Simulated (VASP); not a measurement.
# CdSiN2 (P-4m2) in VASP: notebook

Runs on CdSiN2. Level: PBE. Tasks: single point.

Program: VASP 6.6.1. These are calculated values, not measurements. Logs are shortened: lines on timing, memory, paths and dates and some standing lists are left out, and cuts for length are marked.

## 1. The cell of the first run

Symmetry: P-4m2, No. 115, tetragonal system. Conventional cell: a = 2.914 Å, b = 2.914 Å, c = 4.908 Å, α = 90.00°, β = 90.00°, γ = 90.00°. Within 2.8 Å of Cd (site symmetry -4m2) lie 4 N at 2.13 Å. Within 2.3 Å of N (site symmetry 2mm) lie 2 Si at 1.71 Å and 2 Cd at 2.13 Å. Si (site symmetry -4m2) has 4 N at 1.71 Å within 2.3 Å.

## 2. Single point, PBE (strain -4.0%)

INCAR

```
SYSTEM = CdSiN2
ALGO = Normal
EDIFF = 1E-6
ENCUT = 520
GGA = PE
ISIF = 2
ISMEAR = -1
LASPH = .TRUE.
LCHARG = .FALSE.
LREAL = .FALSE.
LWAVE = .FALSE.
NBANDS = 21
NELM = 80
PREC = Accurate
SIGMA = 0.02
```

KPOINTS

```
k-points
0
G
  8 8 6
  0 0 0
```

POSCAR

```
CdSiN2
1.0
    2.9138425021      0.0000000000      0.0000000000
    0.0000000000      2.9138425021      0.0000000000
    0.0000000000      0.0000000000      4.9078680928
Cd N Si
1 2 1
Direct
    0.0000000000      0.0000000000      0.0000000000
    0.0000000000      0.5000000000      0.3166741853
    0.5000000000      0.0000000000      0.6833258147
    0.5000000000      0.5000000000      0.5000000000
```

Potentials or basis: VASP PAW PBE potentials, release 64 (Cd, N, Si).

Started as:

```bash
> cat potpaw_PBE.64/Cd/POTCAR potpaw_PBE.64/N/POTCAR potpaw_PBE.64/Si/POTCAR > POTCAR
> mpirun -np 1 vasp_std > vasp.out
```

OUTCAR:

```text
SYSTEM = CdSiN2
   EDIFF = 1E-6
   ENCUT = 520
   GGA = PE
   ISIF = 2
   ISMEAR = -1
   LASPH = .TRUE.
   LREAL = .FALSE.
   NELM = 80
   PREC = Accurate

 ion  position               nearest neighbor table
   1  0.000  0.000  0.000-   2 2.13   3 2.13   2 2.13   3 2.13   4 3.20   4 3.20   4 3.20   4 3.20
                             4 3.20   4 3.20   4 3.20   4 3.20
   2  0.000  0.500  0.317-   4 1.71   4 1.71   1 2.13   1 2.13
   3  0.500  0.000  0.683-   4 1.71   4 1.71   1 2.13   1 2.13
   4  0.500  0.500  0.500-   2 1.71   3 1.71   3 1.71   2 1.71   1 3.20   1 3.20   1 3.20   1 3.20
                             1 3.20   1 3.20   1 3.20   1 3.20

  LATTYP: Found a simple tetragonal cell.
 ALAT       =     2.9138425021
 C/A-ratio  =     1.6843285419

  Lattice vectors:

 A1 = (   2.9138425021,   0.0000000000,   0.0000000000)
 A2 = (   0.0000000000,   2.9138425021,   0.0000000000)
 A3 = (   0.0000000000,   0.0000000000,   4.9078680928)

Analysis of symmetry for initial positions (statically):
=====================================================================
 Subroutine PRICEL returns:
 Original cell was already a primitive cell.

 Routine SETGRP: Setting up the symmetry group for a
 simple tetragonal supercell.

 Subroutine GETGRP returns: Found  8 space group operations
 (whereof  8 operations were pure point group operations)
 out of a pool of 16 trial point group operations.

The static configuration has the point symmetry D_2d.

Analysis of symmetry for dynamics (positions and initial velocities):
=====================================================================
 Subroutine PRICEL returns:
 Original cell was already a primitive cell.

 Routine SETGRP: Setting up the symmetry group for a
 simple tetragonal supercell.

 Subroutine GETGRP returns: Found  8 space group operations
 (whereof  8 operations were pure point group operations)
 out of a pool of 16 trial point group operations.

The dynamic configuration has the point symmetry D_2d.

 Subroutine INISYM returns: Found  8 space group operations
 (whereof  8 operations are pure point group operations),
 and found     1 'primitive' translations

----------------------------------------------------------------------------------------

                                     Primitive cell

  volume of cell :      41.6701

  direct lattice vectors                    reciprocal lattice vectors
     2.913842502  0.000000000  0.000000000     0.343189448  0.000000000  0.000000000
     0.000000000  2.913842502  0.000000000     0.000000000  0.343189448  0.000000000
     0.000000000  0.000000000  4.907868093     0.000000000  0.000000000  0.203754457

  length of vectors
     2.913842502  2.913842502  4.907868093     0.343189448  0.343189448  0.203754457

  position of ions in fractional coordinates (direct lattice)
     0.000000000  0.000000000  0.000000000
     0.000000000  0.500000000  0.316674185
     0.500000000  0.000000000  0.683325815
     0.500000000  0.500000000  0.500000000

  ion indices of the primitive-cell ions
   primitive index   ion index
                 1           1
                 2           2
                 3           3
                 4           4

----------------------------------------------------------------------------------------

 KPOINTS: k-points

Automatic generation of k-mesh.
 Grid dimensions read from file:
 generate k-points for:    8    8    6

 Generating k-lattice:

  Cartesian coordinates                     Fractional coordinates (reciprocal lattice)
     0.042898681  0.000000000  0.000000000     0.125000000  0.000000000  0.000000000
     0.000000000  0.042898681  0.000000000     0.000000000  0.125000000  0.000000000
     0.000000000  0.000000000  0.033959076     0.000000000  0.000000000  0.166666667

  Length of vectors
     0.042898681  0.042898681  0.033959076

  Shift w.r.t. Gamma in fractional coordinates (k-lattice)
     0.000000000  0.000000000  0.000000000

 Subroutine IBZKPT returns following result:
 ===========================================

 Found     60 irreducible k-points:

 Following reciprocal coordinates:
            Coordinates               Weight
  0.000000  0.000000  0.000000      1.000000
  0.125000  0.000000  0.000000      4.000000
  0.250000  0.000000  0.000000      4.000000
  0.375000  0.000000  0.000000      4.000000
  0.500000  0.000000  0.000000      2.000000
  0.125000  0.125000  0.000000      4.000000
[... 16 lines left out ...]
  0.375000  0.125000  0.166667     16.000000
  0.500000  0.125000  0.166667      8.000000
 [... further k-points ...]
   k-points           NKPTS =     60   k-points in BZ     NKDIM =     60   number of bands    NBANDS=     21
   number of dos      NEDOS =    301   number of ions     NIONS =      4
   total plane-waves  NPLWV =  23040
   dimension x,y,z NGX =    24 NGY =   24 NGZ =   40
   dimension x,y,z NGXF=    48 NGYF=   48 NGZF=   80
   ions per type =               1   2   1
   NGX,Y,Z   is equivalent  to a cutoff of  13.69, 13.69, 13.55 a.u.
   NGXF,Y,Z  is equivalent  to a cutoff of  27.39, 27.39, 27.10 a.u.
 SYSTEM =  CdSiN2
   PREC   = accura    normal or accurate (medium, high low for compatibility)
   ISTART =      0    job   : 0-new  1-cont  2-samecut
   ICHARG =      2    charge: 1-file 2-atom 10-const
   ISPIN  =      1    spin polarized calculation?
   LNONCOLLINEAR =      F non collinear calculations
   LSORBIT =      F    spin-orbit coupling
   LASPH  =      T    aspherical Exc in radial PAW
   ENCUT  =  520.0 eV  38.22 Ry    6.18 a.u.   5.42  5.42  9.13*2*pi/ulx,y,z
   NELM   =     80;   NELMIN=  2; NELMDL= -5     # of ELM steps
   EDIFF  = 0.1E-05   stopping-criterion for ELM
   LREAL  =      F    real-space projection
   EDIFFG = 0.1E-04   stopping-criterion for IOM
   NSW    =      0    number of steps for IOM
   IBRION =     -1    ionic relax: 0-MD 1-quasi-New 2-CG
   NFREE  =      0    steps in history (QN), initial steepest desc. (CG)
   ISIF   =      2    stress and relaxation
   ISYM   =      2    0-nonsym 1-usesym 2-fastsym
   POTIM  = 0.5000    time-step for ionic-motion
   TEBEG  =    0.0;   TEEND  =   0.0 temperature during run
   PSTRESS=    0.0 pullay stress
   NELECT =      26.0000    total number of electrons
   NUPDOWN=      -1.0000    fix difference up-down
   EMIN   =  10.00;   EMAX   =-10.00  energy-range for DOS
   EFERMI =   0.00;   METHOD = LEGACY
   ISMEAR =    -1;   SIGMA  =   0.02  broadening in eV -4-tet -1-fermi 0-gaus
   EFERMI_NEDOS =   21; number of points for ismear=-14 and -15
   IALGO  =     38    algorithm
   IMIX   =      4    mixing-type and parameters
     AMIX     =   0.40;   BMIX     =  1.00
     AMIX_MAG =   1.60;   BMIX_MAG =  1.00
  volume/ion in A,a.u.               =      10.42        70.30
  Fermi-wavevector in a.u.,A,eV,Ry     =   1.398914  2.643564 26.626053  1.956960
  Thomas-Fermi vector in A             =   2.522025
   LORBIT       =      0    0 simple, 1 ext, 2 COOP (PROOUT), +10 PAW based schemes
   GGA     = PE    functional components
[... 5 lines left out ...]
 non-spin polarized calculation
  energy-cutoff  :      520.00
  volume of cell :       41.67
 maximum number of plane-waves:      1139
 NGX is ok and might be reduce to    24
   NGX = 11   NGY = 11   NGZ = 19

 number of electron      25.9999992 magnetization

 Free energy of the ion-electron system (eV)
  ---------------------------------------------------
  ext. energy  EPLUGINS =         0.00000000
  ---------------------------------------------------
  free energy    TOTEN  =       -23.63135153 eV

  energy without entropy =      -23.63135153  energy(sigma->0) =      -23.63135153

 E-fermi :   6.9813     XC(G=0): -12.0714

 val. band max:        6.5095573507   @ k =   0.5000   0.0000   0.5000
 cond. band min:       8.4049985210   @ k =   0.0000   0.0000   0.0000
 fundamental gap:      1.8954411702
 Fermi energy:         6.9812633679

 k-point     1 :       0.0000    0.0000    0.0000
  band No.  band energies     occupation
      1     -11.4368      2.00000
      2      -8.1067      2.00000
      3      -2.4836      2.00000
      4      -2.2926      2.00000
      5      -1.4197      2.00000
      6      -1.4197      2.00000
[... 13 lines left out ...]
     20      18.5675      0.00000
     21      21.5243      0.00000

 k-point     2 :       0.1250    0.0000    0.0000
  band No.  band energies     occupation
      1     -11.2518      2.00000
      2      -8.0939      2.00000
      3      -2.4406      2.00000
      4      -2.1115      2.00000
      5      -1.5512      2.00000
      6      -1.3973      2.00000
[... 13 lines left out ...]
     20      18.6790      0.00000
     21      21.0663      0.00000

 k-point     3 :       0.2500    0.0000    0.0000
  band No.  band energies     occupation
      1     -10.7241      2.00000
      2      -8.1206      2.00000
      3      -2.4943      2.00000
      4      -2.1096      2.00000
      5      -1.5367      2.00000
      6      -1.3438      2.00000
[... 13 lines left out ...]
     20      18.4228      0.00000
     21      21.3094      0.00000

 k-point     4 :       0.3750    0.0000    0.0000
  band No.  band energies     occupation
      1      -9.9549      2.00000
      2      -8.3567      2.00000
      3      -3.0820      2.00000
      4      -2.4160      2.00000
      5      -1.3439      2.00000
      6      -1.2775      2.00000
[... 13 lines left out ...]
     20      18.2933      0.00000
     21      21.4716      0.00000

 k-point     5 :       0.5000    0.0000    0.0000
  band No.  band energies     occupation
      1      -9.3384      2.00000
      2      -8.7464      2.00000
      3      -3.4666      2.00000
      4      -2.4368      2.00000
      5      -1.4162      2.00000
      6      -1.2596      2.00000
[... 13 lines left out ...]
     20      17.5341      0.00000
     21      21.1381      0.00000

 k-point     6 :       0.1250    0.1250    0.0000
  band No.  band energies     occupation
      1     -11.0693      2.00000
      2      -8.0751      2.00000
      3      -2.2735      2.00000
      4      -2.1169      2.00000
      5      -1.5887      2.00000
      6      -1.4178      2.00000
[... 13 lines left out ...]
     20      18.5335      0.00000
     21      20.4484      0.00000

 k-point     7 :       0.2500    0.1250    0.0000
  band No.  band energies     occupation
      1     -10.5493      2.00000
      2      -8.0823      2.00000
      3      -2.3522      2.00000
      4      -2.0374      2.00000
      5      -1.6964      2.00000
      6      -1.3997      2.00000
[... 13 lines left out ...]
     20      18.2931      0.00000
     21      19.9818      0.00000
[... 291 lines left out ...]
      1      -9.3501      2.00000
      2      -8.7219      2.00000
      3      -3.2960      2.00000
      4      -2.4291      2.00000
      5      -1.4135      2.00000
      6      -1.2661      2.00000
[... 13 lines left out ...]
     20      18.3358      0.00000
     21      20.6036      0.00000

 k-point    21 :       0.1250    0.1250    0.1667
  band No.  band energies     occupation
      1     -11.0151      2.00000
      2      -8.1773      2.00000
      3      -2.4923      2.00000
      4      -1.9776      2.00000
      5      -1.6052      2.00000
      6      -1.4421      2.00000
[... 13 lines left out ...]
     20      18.6830      0.00000
     21      19.8185      0.00000

 k-point    22 :       0.2500    0.1250    0.1667
  band No.  band energies     occupation
      1     -10.5060      2.00000
      2      -8.1479      2.00000
      3      -2.4285      2.00000
      4      -1.9366      2.00000
      5      -1.7206      2.00000
      6      -1.4096      2.00000
[... 13 lines left out ...]
     20      18.4861      0.00000
     21      19.6302      0.00000

 k-point    23 :       0.3750    0.1250    0.1667
  band No.  band energies     occupation
      1      -9.7724      2.00000
      2      -8.3067      2.00000
      3      -2.8742      2.00000
      4      -2.2248      2.00000
      5      -1.5563      2.00000
      6      -1.4951      2.00000
[... 13 lines left out ...]
     20      19.1908      0.00000
     21      20.0530      0.00000

 k-point    24 :       0.5000    0.1250    0.1667
  band No.  band energies     occupation
      1      -9.2021      2.00000
      2      -8.6308      2.00000
      3      -3.2129      2.00000
      4      -2.2661      2.00000
      5      -1.5993      2.00000
      6      -1.4608      2.00000
[... 13 lines left out ...]
     20      18.8179      0.00000
     21      20.9034      0.00000

 [... further k-points ...]

------------------------ aborting loop because EDIFF is reached ----------------------------------------

  FORCE on cell =-STRESS in cart. coord.  units (eV):
  Direction    XX          YY          ZZ          XY          YZ          ZX
  --------------------------------------------------------------------------------------
  -------------------------------------------------------------------------------------
  Total        9.2683350      9.2683350     10.0625988      0.0000000      0.0000000     -0.0000000
  in kB      356.3586254    356.3586254    386.8973113      0.0000000      0.0000000     -0.0000000
  external PRESSURE =     366.5381874 kB  Pullay stress =       0.0000000 kB

 VOLUME and BASIS-vectors are now :
 -----------------------------------------------------------------------------
  energy-cutoff  :      520.00
  volume of cell :       41.67
      direct lattice vectors                 reciprocal lattice vectors
     2.913842502  0.000000000  0.000000000     0.343189448  0.000000000  0.000000000
     0.000000000  2.913842502  0.000000000     0.000000000  0.343189448  0.000000000
     0.000000000  0.000000000  4.907868093     0.000000000  0.000000000  0.203754457

 POSITION                                       TOTAL-FORCE (eV/Angst)
 -----------------------------------------------------------------------------------
      0.00000      0.00000      0.00000         0.000000      0.000000     -0.000000
      0.00000      1.45692      1.55420        -0.000000      0.000000      0.042800
      1.45692      0.00000      3.35367         0.000000      0.000000     -0.042800
      1.45692      1.45692      2.45393        -0.000000     -0.000000     -0.000000
 -----------------------------------------------------------------------------------
    total drift:                                0.000000      0.000000     -0.000000

  FREE ENERGIE OF THE ION-ELECTRON SYSTEM (eV)
  ---------------------------------------------------
  free  energy   TOTEN  =       -23.6313515286 eV

  energy  without entropy=      -23.6313515286  energy(sigma->0) =      -23.63135153
```

Run time: 30 s. Hardware: 1 thread of AMD EPYC 9R45 (Zen 5), shared host; peak memory 0.16 GiB.

Results:

```yaml
Free_energy: -23.6314 eV
Pressure: 36.7 GPa
Largest_force: 0.043 eV/Å
Band_gap_on_the_k_mesh: 1.90 eV, indirect (least direct gap 1.91 eV)
```

Forces on the atoms (eV/Å):
```
Cd   0.000  0.000  0.000
N    0.000  0.000  0.043
N    0.000  0.000 -0.043
Si   0.000  0.000  0.000
```

Levels at points of the mesh, in eV from the valence-band top:
```
           k point  band 9  band 10  band 11  band 12  band 13  band 14  band 15  band 16  band 17  band 18
(0.00, 0.00, 0.00)   -4.22    -4.22    -2.81    -0.01    -0.01     1.90     4.81     7.23    11.71    11.76
(0.50, 0.00, 0.00)   -5.49    -3.66    -3.31    -3.28    -0.14     4.52     6.09     6.38    10.13    10.91
(0.50, 0.50, 0.00)   -5.48    -4.02    -2.59    -2.59    -2.05     2.92     2.92     7.58     7.79    11.66
(0.00, 0.00, 0.50)   -4.06    -3.73    -3.73    -0.59    -0.59     4.25     4.38     5.17     8.83    12.63
(0.50, 0.00, 0.50)   -5.53    -3.34    -1.99    -1.59     0.00     3.77     4.78     6.99     9.58    10.06
(0.50, 0.50, 0.50)   -4.91    -4.81    -3.76    -3.76    -1.94     5.84     5.84     8.19     8.19     9.40
```

Caveat: the cell differs from its parent crystal (strain -4.0%). A k mesh can miss the band edges.

(Part 1 of 2 ends here.)
